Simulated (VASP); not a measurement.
# Ga2O3 (C2/m) in VASP: single point with PBEsol

Aim: the single point of Ga2O3 with PBEsol.

Program: VASP 6.6.1. These are calculated values, not measurements. Logs are shortened: lines on timing, memory, paths and dates and some standing lists are left out, and cuts for length are marked.

### 1 The cell of the first run

Symmetry: C2/m, No. 12, monoclinic system. Conventional cell: a = 12.214 Å, b = 3.037 Å, c = 5.798 Å, α = 90.00°, β = 103.83°, γ = 90.00°. Within 2.4 Å of Ga (site symmetry m) lie 4 O at 1.83 to 1.86 Å. Within 2.6 Å of Ga (site symmetry m) lie 6 O at 1.94 to 2.07 Å. Within 2.4 Å of O (site symmetry m) lie 3 Ga at 1.83 to 1.94 Å. Within 2.5 Å of O (site symmetry m) lie 4 Ga at 1.86 to 2.07 Å. Within 2.4 Å of O (site symmetry m) lie 3 Ga at 1.83 to 1.94 Å.

### 2 Single point, PBEsol

Input file INCAR:

```
  PREC = Accurate
  ENCUT = 520
  EDIFF = 1E-7
  ISMEAR = 0
  SIGMA = 0.1
  LREAL = False
  LASPH = True
  NELM = 100
  ALGO = Normal
  ISIF = 2
  LWAVE = False
  LCHARG = False
  GGA = PS
  NBANDS = 55
```

Input file KPOINTS:

```
Automatic mesh
0
Gamma
  6 6 4
```

Input file POSCAR:

```
Ga2O3
1.0
    6.1070000000     -1.5185500000      0.0000000000
    6.1070000000      1.5185500000      0.0000000000
   -1.3859889000      0.0000000000      5.6300087400
Ga O
4 6
Direct
    0.0905000000      0.0905000000      0.7946000000
    0.9095000000      0.9095000000      0.2054000000
    0.6586600000      0.6586600000      0.3140200000
    0.3413400000      0.3413400000      0.6859800000
    0.1645000000      0.1645000000      0.1098000000
    0.8355000000      0.8355000000      0.8902000000
    0.1733000000      0.1733000000      0.5632000000
    0.8267000000      0.8267000000      0.4368000000
    0.4959000000      0.4959000000      0.2566000000
    0.5041000000      0.5041000000      0.7434000000
```

Potentials or basis: VASP PAW PBE potentials, release 64 (Ga_d, O).

Launch:

```bash
$ cat potpaw_PBE.64/Ga_d/POTCAR potpaw_PBE.64/O/POTCAR > POTCAR
$ mpirun -np 1 vasp_std > vasp.out
```

OUTCAR:

```text
PREC = Accurate
   ENCUT = 520
   EDIFF = 1E-7
   ISMEAR = 0
   LREAL = False
   LASPH = True
   NELM = 100
   ISIF = 2
   GGA = PS

 ion  position               nearest neighbor table
   1  0.090  0.090  0.795-  10 1.83  10 1.83   5 1.83   7 1.86
   2  0.910  0.910  0.205-   9 1.83   9 1.83   6 1.83   8 1.86
   3  0.659  0.659  0.314-   9 1.94   5 1.94   5 1.94   8 2.01   7 2.07   7 2.07
   4  0.341  0.341  0.686-  10 1.94   6 1.94   6 1.94   7 2.01   8 2.07   8 2.07
   5  0.164  0.164  0.110-   1 1.83   3 1.94   3 1.94
   6  0.836  0.836  0.890-   2 1.83   4 1.94   4 1.94
   7  0.173  0.173  0.563-   1 1.86   4 2.01   3 2.07   3 2.07
   8  0.827  0.827  0.437-   2 1.86   3 2.01   4 2.07   4 2.07
   9  0.496  0.496  0.257-   2 1.83   2 1.83   3 1.94
  10  0.504  0.504  0.743-   1 1.83   1 1.83   4 1.94

  LATTYP: Found a base centered monoclinic cell.
 ALAT       =    12.2140000000
 B/A-ratio  =     0.2486572785
 C/A-ratio  =     0.4747093502
 COS(beta)  =    -0.2390419102

  Lattice vectors:

 A1 = (   6.1070000000,  -1.5185500000,   0.0000000000)
 A2 = (   6.1070000000,   1.5185500000,   0.0000000000)
 A3 = (  -1.3859889000,   0.0000000000,   5.6300087400)

Analysis of symmetry for initial positions (statically):
=====================================================================
 Subroutine PRICEL returns:
 Original cell was already a primitive cell.

 Routine SETGRP: Setting up the symmetry group for a
 base centered monoclinic supercell.

 Subroutine GETGRP returns: Found  4 space group operations
 (whereof  4 operations were pure point group operations)
 out of a pool of  4 trial point group operations.

The static configuration has the point symmetry C_2h.

Analysis of symmetry for dynamics (positions and initial velocities):
=====================================================================
 Subroutine PRICEL returns:
 Original cell was already a primitive cell.

 Routine SETGRP: Setting up the symmetry group for a
 base centered monoclinic supercell.

 Subroutine GETGRP returns: Found  4 space group operations
 (whereof  4 operations were pure point group operations)
 out of a pool of  4 trial point group operations.

The dynamic configuration has the point symmetry C_2h.

 Subroutine INISYM returns: Found  4 space group operations
 (whereof  4 operations are pure point group operations),
 and found     1 'primitive' translations

----------------------------------------------------------------------------------------

                                     Primitive cell

  volume of cell :     104.4230

  direct lattice vectors                    reciprocal lattice vectors
     6.107000000 -1.518550000  0.000000000     0.081873260 -0.329261467  0.020155462
     6.107000000  1.518550000  0.000000000     0.081873260  0.329261467  0.020155462
    -1.385988900  0.000000000  5.630008740     0.000000000  0.000000000  0.177619618

  length of vectors
     6.292967750  6.292967750  5.798100003     0.339886138  0.339886138  0.177619618

  position of ions in fractional coordinates (direct lattice)
     0.090500000  0.090500000  0.794600000
     0.909500000  0.909500000  0.205400000
     0.658660000  0.658660000  0.314020000
     0.341340000  0.341340000  0.685980000
     0.164500000  0.164500000  0.109800000
     0.835500000  0.835500000  0.890200000
     0.173300000  0.173300000  0.563200000
     0.826700000  0.826700000  0.436800000
     0.495900000  0.495900000  0.256600000
     0.504100000  0.504100000  0.743400000

  ion indices of the primitive-cell ions
   primitive index   ion index
                 1           1
                 2           2
                 3           3
                 4           4
                 5           5
                 6           6
                 7           7
                 8           8
                 9           9
                10          10

----------------------------------------------------------------------------------------

 KPOINTS: Automatic mesh

Automatic generation of k-mesh.
 Grid dimensions read from file:
 generate k-points for:    6    6    4

 Generating k-lattice:

  Cartesian coordinates                     Fractional coordinates (reciprocal lattice)
     0.013645543 -0.054876911  0.003359244     0.166666667 -0.000000000  0.000000000
     0.013645543  0.054876911  0.003359244    -0.000000000  0.166666667  0.000000000
     0.000000000  0.000000000  0.044404904     0.000000000  0.000000000  0.250000000

  Length of vectors
     0.056647690  0.056647690  0.044404904

  Shift w.r.t. Gamma in fractional coordinates (k-lattice)
     0.000000000  0.000000000  0.000000000

 Subroutine IBZKPT returns following result:
 ===========================================

 Found     47 irreducible k-points:

 Following reciprocal coordinates:
            Coordinates               Weight
  0.000000  0.000000  0.000000      1.000000
  0.166667  0.000000  0.000000      4.000000
  0.333333  0.000000  0.000000      4.000000
  0.500000  0.000000 -0.000000      2.000000
  0.166667  0.166667  0.000000      2.000000
  0.333333  0.166667 -0.000000      4.000000
[... 16 lines left out ...]
 -0.333333  0.166667  0.250000      4.000000
 -0.166667  0.166667  0.250000      4.000000
 [... further k-points ...]
   k-points           NKPTS =     47   k-points in BZ     NKDIM =     47   number of bands    NBANDS=     55
   number of dos      NEDOS =    301   number of ions     NIONS =     10
   total plane-waves  NPLWV = 110592
   dimension x,y,z NGX =    48 NGY =   48 NGZ =   48
   dimension x,y,z NGXF=    96 NGYF=   96 NGZF=   96
   ions per type =               4   6
   NGX,Y,Z   is equivalent  to a cutoff of  12.68, 12.68, 13.76 a.u.
   NGXF,Y,Z  is equivalent  to a cutoff of  25.36, 25.36, 27.53 a.u.
 SYSTEM =  unknown system
   PREC   = accura    normal or accurate (medium, high low for compatibility)
   ISTART =      0    job   : 0-new  1-cont  2-samecut
   ICHARG =      2    charge: 1-file 2-atom 10-const
   ISPIN  =      1    spin polarized calculation?
   LNONCOLLINEAR =      F non collinear calculations
   LSORBIT =      F    spin-orbit coupling
   LASPH  =      T    aspherical Exc in radial PAW
   ENCUT  =  520.0 eV  38.22 Ry    6.18 a.u.  11.70 11.70 10.78*2*pi/ulx,y,z
   NELM   =    100;   NELMIN=  2; NELMDL= -5     # of ELM steps
   EDIFF  = 0.1E-06   stopping-criterion for ELM
   LREAL  =      F    real-space projection
   EDIFFG = 0.1E-05   stopping-criterion for IOM
   NSW    =      0    number of steps for IOM
   IBRION =     -1    ionic relax: 0-MD 1-quasi-New 2-CG
   NFREE  =      0    steps in history (QN), initial steepest desc. (CG)
   ISIF   =      2    stress and relaxation
   ISYM   =      2    0-nonsym 1-usesym 2-fastsym
   POTIM  = 0.5000    time-step for ionic-motion
   TEBEG  =    0.0;   TEEND  =   0.0 temperature during run
   PSTRESS=    0.0 pullay stress
   NELECT =      88.0000    total number of electrons
   NUPDOWN=      -1.0000    fix difference up-down
   EMIN   =  10.00;   EMAX   =-10.00  energy-range for DOS
   EFERMI =   0.00;   METHOD = LEGACY
   ISMEAR =     0;   SIGMA  =   0.10  broadening in eV -4-tet -1-fermi 0-gaus
   EFERMI_NEDOS =   21; number of points for ismear=-14 and -15
   IALGO  =     38    algorithm
   IMIX   =      4    mixing-type and parameters
     AMIX     =   0.40;   BMIX     =  1.00
     AMIX_MAG =   1.60;   BMIX_MAG =  1.00
  volume/ion in A,a.u.               =      10.44        70.47
  Fermi-wavevector in a.u.,A,eV,Ry     =   1.546335  2.922150 32.533613  2.391153
  Thomas-Fermi vector in A             =   2.651586
   LORBIT       =      0    0 simple, 1 ext, 2 COOP (PROOUT), +10 PAW based schemes
   GGA     = PS    functional components
   LHFCALC =     F    Hartree Fock is set to
   AEXX    =    0.0000 exact exchange contribution
   IVDW    =     0    specifies the selected vdW correction
   LEPSILON=     F    determine dielectric tensor
   LRPA    =     F    only Hartree local field effects (RPA)
 non-spin polarized calculation
 Gauss-broadening in eV      SIGMA  =   0.10
  energy-cutoff  :      520.00
  volume of cell :      104.42
 maximum number of plane-waves:      2846
   NGX = 23   NGY = 23   NGZ = 21

 number of electron      88.0000020 magnetization

 Free energy of the ion-electron system (eV)
  ---------------------------------------------------
  ext. energy  EPLUGINS =         0.00000000
  ---------------------------------------------------
  free energy    TOTEN  =       -63.87946027 eV

  energy without entropy =      -63.87946027  energy(sigma->0) =      -63.87946027

 E-fermi :   4.2233     XC(G=0): -11.9189

 val. band max:        3.7608023640   @ k =   0.5000   0.5000   0.5000
 cond. band min:       6.1067825645   @ k =   0.0000   0.0000   0.0000
 fundamental gap:      2.3459802005
 Fermi energy:         4.2233183493

 k-point     1 :       0.0000    0.0000    0.0000
  band No.  band energies     occupation
      1     -15.1608      2.00000
      2     -13.9607      2.00000
      3     -13.9273      2.00000
      4     -13.8090      2.00000
      5     -13.3264      2.00000
      6     -13.3123      2.00000
[... 47 lines left out ...]
     54      16.0250      0.00000
     55      16.3252      0.00000

 k-point     2 :       0.1667    0.0000    0.0000
  band No.  band energies     occupation
      1     -14.9437      2.00000
      2     -13.9230      2.00000
      3     -13.8757      2.00000
      4     -13.6773      2.00000
      5     -13.3306      2.00000
      6     -13.3124      2.00000
[... 47 lines left out ...]
     54      14.8529      0.00000
     55      14.9019      0.00000

 k-point     3 :       0.3333    0.0000    0.0000
  band No.  band energies     occupation
      1     -14.4096      2.00000
      2     -13.8310      2.00000
      3     -13.7172      2.00000
      4     -13.5669      2.00000
      5     -13.3207      2.00000
      6     -13.3121      2.00000
[... 1152 lines left out ...]
 k-point    23 :      -0.3333    0.1667    0.2500
  band No.  band energies     occupation
      1     -13.9336      2.00000
      2     -13.7761      2.00000
      3     -13.7007      2.00000
      4     -13.6076      2.00000
      5     -13.3427      2.00000
      6     -13.3254      2.00000
[... 47 lines left out ...]
     54      15.4179      0.00000
     55      15.7833      0.00000

 k-point    24 :      -0.1667    0.1667    0.2500
  band No.  band energies     occupation
      1     -14.3702      2.00000
      2     -13.8307      2.00000
      3     -13.7251      2.00000
      4     -13.5603      2.00000
      5     -13.3800      2.00000
      6     -13.3006      2.00000
[... 47 lines left out ...]
     54      14.7814      0.00000
     55      15.4383      0.00000

 [... further k-points ...]

------------------------ aborting loop because EDIFF is reached ----------------------------------------

  FORCE on cell =-STRESS in cart. coord.  units (eV):
  Direction    XX          YY          ZZ          XY          YZ          ZX
  --------------------------------------------------------------------------------------
  -------------------------------------------------------------------------------------
  Total        1.8247960      2.1459720      1.5423876      0.0000000      0.0000000      0.0419963
  in kB       27.9981171     32.9259675     23.6650831      0.0000000      0.0000000      0.6443560
  external PRESSURE =      28.1963892 kB  Pullay stress =       0.0000000 kB

 VOLUME and BASIS-vectors are now :
 -----------------------------------------------------------------------------
  energy-cutoff  :      520.00
  volume of cell :      104.42
      direct lattice vectors                 reciprocal lattice vectors
     6.107000000 -1.518550000  0.000000000     0.081873260 -0.329261467  0.020155462
     6.107000000  1.518550000  0.000000000     0.081873260  0.329261467  0.020155462
    -1.385988900  0.000000000  5.630008740     0.000000000  0.000000000  0.177619618

 POSITION                                       TOTAL-FORCE (eV/Angst)
 -----------------------------------------------------------------------------------
      0.00406      0.00000      4.47360         0.056954      0.000000      0.065619
     10.82395      0.00000      1.15640        -0.056954      0.000000     -0.065619
      7.60965      0.00000      1.76794        -0.028937      0.000000      0.039519
      3.21837      0.00000      3.86207         0.028937      0.000000     -0.039519
      1.85702      0.00000      0.61817         0.093842      0.000000     -0.064129
      8.97099      0.00000      5.01183        -0.093842      0.000000      0.064129
      1.33610      0.00000      3.17082         0.006564      0.000000     -0.045338
      9.49191      0.00000      2.45919        -0.006564      0.000000      0.045338
      5.70128      0.00000      1.44466         0.109814      0.000000      0.026957
      5.12673      0.00000      4.18535        -0.109814      0.000000     -0.026957
 -----------------------------------------------------------------------------------
    total drift:                                0.000000      0.000000      0.000000

  FREE ENERGIE OF THE ION-ELECTRON SYSTEM (eV)
  ---------------------------------------------------
  free  energy   TOTEN  =       -63.8794602718 eV

  energy  without entropy=      -63.8794602718  energy(sigma->0) =      -63.87946027
```

Run time: 7.5 min. Hardware: 1 thread of Intel Xeon Platinum 8375C at 2.90GHz (Ice Lake), shared host; peak memory 0.43 GiB.

Results:

```yaml
Free_energy: -63.8795 eV
Pressure: 2.8 GPa
Largest_force: 0.114 eV/Å
Band_gap_on_the_k_mesh: 2.35 eV (least direct gap 2.36 eV)
```

Forces on the atoms (eV/Å):
```
Ga   0.057  0.000  0.066
Ga  -0.057  0.000 -0.066
Ga  -0.029  0.000  0.040
Ga   0.029  0.000 -0.040
O    0.094  0.000 -0.064
O   -0.094  0.000  0.064
O    0.007  0.000 -0.045
O   -0.007  0.000  0.045
O    0.110  0.000  0.027
O   -0.110  0.000 -0.027
```

Levels at points of the mesh, in eV from the valence-band top:
| k point | band 40 | band 41 | band 42 | band 43 | band 44 | band 45 | band 46 | band 47 | band 48 | band 49 |
| --- | --- | --- | --- | --- | --- | --- | --- | --- | --- | --- |
| (0.00, 0.00, 0.00) | -0.68 | -0.66 | -0.47 | -0.28 | -0.01 | 2.35 | 5.64 | 6.63 | 6.72 | 7.66 |
| (0.50, 0.00, 0.00) | -1.30 | -0.76 | -0.73 | -0.46 | -0.12 | 5.56 | 6.46 | 7.18 | 7.44 | 7.96 |
| (0.50, 0.50, 0.00) | -1.09 | -0.67 | -0.67 | -0.42 | -0.15 | 4.53 | 4.78 | 5.71 | 6.53 | 7.87 |
| (0.00, 0.00, 0.50) | -1.43 | -0.66 | -0.63 | -0.49 | -0.30 | 4.73 | 4.86 | 6.69 | 7.17 | 7.66 |
| (0.50, 0.00, 0.50) | -1.25 | -1.12 | -1.06 | -0.75 | -0.65 | 6.85 | 6.89 | 7.78 | 7.98 | 8.38 |
| (0.50, 0.50, 0.50) | -0.70 | -0.64 | -0.60 | -0.59 | 0.00 | 5.15 | 5.27 | 6.20 | 6.51 | 6.85 |

Caveat: the PAW data sets were made with another functional, which shifts forces and pressure a little.
